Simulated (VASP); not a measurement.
# Ir (I4/mmm) in VASP: a series of runs

Ir is run at these levels: LDA; tasks: single point.

Program: VASP 6.6.1. These are calculated values, not measurements. Logs are shortened: lines on timing, memory, paths and dates and some standing lists are left out, and cuts for length are marked.

**1. The cell of the first run**

Symmetry: I4/mmm, No. 139, tetragonal system. The conventional cell has a = 2.862 Å, b = 2.862 Å, c = 3.468 Å, α = 90.00°, β = 90.00°, γ = 90.00°. Within 3.5 Å of Ir (site symmetry 4/mmm) lie 14 Ir at 2.67 to 3.47 Å.

**2. Single point, LDA (14.20 Å³/atom)**

The input, INCAR:

```
PREC     = Accurate       # precision mode
ENCUT    = 560            # plane-wave cutoff, eV
EDIFF    = 1E-6           # SCF threshold, eV
ISMEAR   = 0              # smearing method
SIGMA    = 0.15           # smearing width, eV
LREAL    = F              # projectors in reciprocal space
LASPH    = T              # aspherical terms in the spheres
NELM     = 120            # most SCF steps
ALGO     = Normal         # electronic algorithm
ISIF     = 2              # what is computed and relaxed
LWAVE    = F              # write WAVECAR
LCHARG   = T              # write CHGCAR
GGA      = CA             # functional
LELF     = T              # ELF
LVHAR    = T            
NBANDS   = 14             # bands
GGA_COMPAT= F
```

The input, KPOINTS:

```
regular mesh
0
Gamma
  22 22 22
```

The input, POSCAR:

```
Ir
1.0
    0.0000000000      2.0237188411      1.7341246749
    2.0237188411      0.0000000000      1.7341246749
    2.0237188411      2.0237188411      0.0000000000
Ir
1
Direct
    0.0000000000      0.0000000000      0.0000000000
```

Potentials or basis: VASP PAW LDA potentials, release 64 (Ir_sv_GW).

Command:

```
$ cat potpaw_LDA.64/Ir_sv_GW/POTCAR > POTCAR
$ mpirun -np 1 vasp_std > vasp.out
```

OUTCAR:

```text
PREC = Accurate
   ENCUT = 560
   EDIFF = 1E-6
   ISMEAR = 0
   LREAL = F
   LASPH = T
   NELM = 120
   ISIF = 2
   GGA = CA

 ion  position               nearest neighbor table
   1  0.000  0.000  0.000-

  LATTYP: Found a body centered tetragonal cell.
 ALAT       =     2.8619706315
 C/A-ratio  =     1.2118396016

  Lattice vectors:

 A1 = (   0.0000000000,  -2.0237188411,  -1.7341246749)
 A2 = (   0.0000000000,   2.0237188411,  -1.7341246749)
 A3 = (   2.0237188411,   0.0000000000,   1.7341246749)

Analysis of symmetry for initial positions (statically):
=====================================================================
 Subroutine PRICEL returns:
 Original cell was already a primitive cell.

 Routine SETGRP: Setting up the symmetry group for a
 body centered tetragonal supercell.

 Subroutine GETGRP returns: Found 16 space group operations
 (whereof 16 operations were pure point group operations)
 out of a pool of 16 trial point group operations.

The static configuration has the point symmetry D_4h.

Analysis of symmetry for dynamics (positions and initial velocities):
=====================================================================
 Subroutine PRICEL returns:
 Original cell was already a primitive cell.

 Routine SETGRP: Setting up the symmetry group for a
 body centered tetragonal supercell.

 Subroutine GETGRP returns: Found 16 space group operations
 (whereof 16 operations were pure point group operations)
 out of a pool of 16 trial point group operations.

The dynamic configuration has the point symmetry D_4h.

 Subroutine INISYM returns: Found 16 space group operations
 (whereof 16 operations are pure point group operations),
 and found     1 'primitive' translations

----------------------------------------------------------------------------------------

                                     Primitive cell

  volume of cell :      14.2040

  direct lattice vectors                    reciprocal lattice vectors
     0.000000000  2.023718841  1.734124675    -0.247069894  0.247069894  0.288329903
     2.023718841  0.000000000  1.734124675     0.247069894 -0.247069894  0.288329903
     2.023718841  2.023718841  0.000000000     0.247069894  0.247069894 -0.288329903

  length of vectors
     2.665075296  2.665075296  2.861970632     0.453013464  0.453013464  0.453013464

  position of ions in fractional coordinates (direct lattice)
     0.000000000  0.000000000  0.000000000

  ion indices of the primitive-cell ions
   primitive index   ion index
                 1           1

----------------------------------------------------------------------------------------

 KPOINTS: regular mesh
[... 82 lines left out ...]
   EFERMI =   0.00;   METHOD = LEGACY
   ISMEAR =     0;   SIGMA  =   0.15  broadening in eV -4-tet -1-fermi 0-gaus
   EFERMI_NEDOS =   21; number of points for ismear=-14 and -15
   IALGO  =     38    algorithm
   IMIX   =      4    mixing-type and parameters
     AMIX     =   0.40;   BMIX     =  1.00
     AMIX_MAG =   1.60;   BMIX_MAG =  1.00
  volume/ion in A,a.u.               =      14.20        95.85
  Fermi-wavevector in a.u.,A,eV,Ry     =   1.738151  3.284630 41.105514  3.021170
  Thomas-Fermi vector in A             =   2.811238
   LORBIT       =      0    0 simple, 1 ext, 2 COOP (PROOUT), +10 PAW based schemes
   GGA     = CA    functional components
   LHFCALC =     F    Hartree Fock is set to
   AEXX    =    0.0000 exact exchange contribution
   IVDW    =     0    specifies the selected vdW correction
   LEPSILON=     F    determine dielectric tensor
   LRPA    =     F    only Hartree local field effects (RPA)
 non-spin polarized calculation
 Gauss-broadening in eV      SIGMA  =   0.15
  energy-cutoff  :      560.00
  volume of cell :       14.20
 maximum number of plane-waves:       442
 NGX is ok and might be reduce to    24
   NGX = 11   NGY = 11   NGZ = 11

 number of electron      17.0000000 magnetization

 Free energy of the ion-electron system (eV)
  ---------------------------------------------------
  ext. energy  EPLUGINS =         0.00000000
  ---------------------------------------------------
  free energy    TOTEN  =       -10.66914910 eV

  energy without entropy =      -10.65617282  energy(sigma->0) =      -10.66266096

 E-fermi :  12.4962     XC(G=0): -14.7537

 val. band max:       12.4927356155   @ k =  -0.3636   0.2727   0.0000
 cond. band min:      12.4967607720   @ k =   0.3182   0.0455   0.1818
 fundamental gap:      0.0040251564
 Fermi energy:        12.4961952780

 k-point     1 :       0.0000    0.0000    0.0000
  band No.  band energies     occupation
      1     -79.8958      2.00000
      2     -36.6064      2.00000
      3     -36.6064      2.00000
      4     -36.4818      2.00000
      5       1.5362      2.00000
      6       8.3005      2.00000
      7       8.3005      2.00000
      8      10.0517      2.00000
      9      10.0676      2.00000
     10      12.3140      1.91416
     11      26.6679      0.00000
     12      30.1377      0.00000
     13      30.1377      0.00000
     14      35.5568      0.00000
[... 377 lines left out ...]
      1     -79.8271      2.00000
      2     -37.3452      2.00000
      3     -36.8047      2.00000
      4     -36.5730      2.00000
      5       4.6242      2.00000
      6       7.7027      2.00000
      7       9.6607      2.00000
      8      11.3775      2.00000
      9      13.3395      0.00000
     10      13.9185      0.00000
     11      20.3095      0.00000
     12      25.8810      0.00000
     13      30.7583      0.00000
     14      33.2744      0.00000

 [... further k-points ...]

------------------------ aborting loop because EDIFF is reached ----------------------------------------

  FORCE on cell =-STRESS in cart. coord.  units (eV):
  Direction    XX          YY          ZZ          XY          YZ          ZX
  --------------------------------------------------------------------------------------
  -------------------------------------------------------------------------------------
  Total       -1.8457849     -1.8457849      2.1667300      0.0000000     -0.0000000     -0.0000000
  in kB     -208.2001337   -208.2001337    244.4019744      0.0000000     -0.0000000     -0.0000000
  external PRESSURE =     -57.3327643 kB  Pullay stress =       0.0000000 kB

 VOLUME and BASIS-vectors are now :
 -----------------------------------------------------------------------------
  energy-cutoff  :      560.00
  volume of cell :       14.20
      direct lattice vectors                 reciprocal lattice vectors
     0.000000000  2.023718841  1.734124675    -0.247069894  0.247069894  0.288329903
     2.023718841  0.000000000  1.734124675     0.247069894 -0.247069894  0.288329903
     2.023718841  2.023718841  0.000000000     0.247069894  0.247069894 -0.288329903

 POSITION                                       TOTAL-FORCE (eV/Angst)
 -----------------------------------------------------------------------------------
      0.00000      0.00000      0.00000         0.000000      0.000000     -0.000000
 -----------------------------------------------------------------------------------
    total drift:                               -0.000000      0.000000      0.000000

  FREE ENERGIE OF THE ION-ELECTRON SYSTEM (eV)
  ---------------------------------------------------
  free  energy   TOTEN  =       -10.6691490955 eV

  energy  without entropy=      -10.6561728163  energy(sigma->0) =      -10.66266096
```

Wall time 4.5 min (1 thread of AMD EPYC 7R43 (Zen 3), shared host); peak memory 0.26 GiB.

What came out:

* Free energy: -10.6691 eV
* Pressure: -5.7 GPa
* Band gap on the k mesh: zero (an odd number of electrons rules out a gap without spin polarisation)

Stress tensor (GPa, compression positive):
```
-20.82   0.00   0.00
  0.00 -20.82   0.00
  0.00   0.00  24.44
```

Caveat: the stress differs along the axes, from -21 to 24 GPa; spin-orbit coupling is left out, which moves the levels of the heavy elements.

**3. Single point, LDA (13.47 Å³/atom)**

This run uses another cell than the first one, of 13.47 Å³/atom.

The input, INCAR:

```
PREC = Accurate
ENCUT = 560
EDIFF = 1E-6
ISMEAR = 0
SIGMA = 0.15
LREAL = False
LASPH = True
NELM = 120
ALGO = Normal
ISIF = 2
LWAVE = False
LCHARG = True
LELF = True
LVHAR = True
NBANDS = 14
GGA_COMPAT = False
```

The input, KPOINTS:

```
Automatic mesh
0
Gamma
  22 22 22
```

The input, POSCAR:

```
Ir
1.0
    0.0000000000      1.9375196552      1.7935619448
    1.9375196552      0.0000000000      1.7935619448
    1.9375196552      1.9375196552      0.0000000000
Ir
1
Direct
    0.0000000000      0.0000000000      0.0000000000
```

Potentials or basis: VASP PAW LDA potentials, release 64 (Ir_sv_GW).

Command:

```
$ cat potpaw_LDA.64/Ir_sv_GW/POTCAR > POTCAR
$ mpirun -np 1 vasp_std > vasp.out
```

It took 72 s on 1 thread of AMD EPYC 9R45 (Zen 5), shared host; peak memory 0.26 GiB.

Results (log left out):

* Free energy: -10.8222 eV
* Pressure: 13.0 GPa
* Band gap on the k mesh: zero (an odd number of electrons rules out a gap without spin polarisation)

Stress tensor (GPa, compression positive):
```
 2.78  0.00  0.00
 0.00  2.78  0.00
 0.00  0.00 33.53
```

Levels at points of the mesh, in eV from the Fermi level:
```tsv
k point	band 5	band 6	band 7	band 8	band 9	band 10	band 11	band 12
(0.00, 0.00, 0.00)	-11.57	-4.45	-4.45	-3.44	-1.95	-0.61	13.64	18.43
(0.50, 0.00, 0.00)	-8.59	-4.84	-3.65	-0.75	0.70	1.38	7.92	13.14
(0.50, 0.50, 0.00)	-8.39	-7.95	0.99	1.71	1.71	2.98	10.85	10.85
(0.50, 0.00, 0.50)	-8.48	-7.77	0.95	1.12	1.25	2.10	10.62	11.73
```

Caveat: the stress differs along the axes, from 3 to 34 GPa; spin-orbit coupling is left out, which moves the levels of the heavy elements.
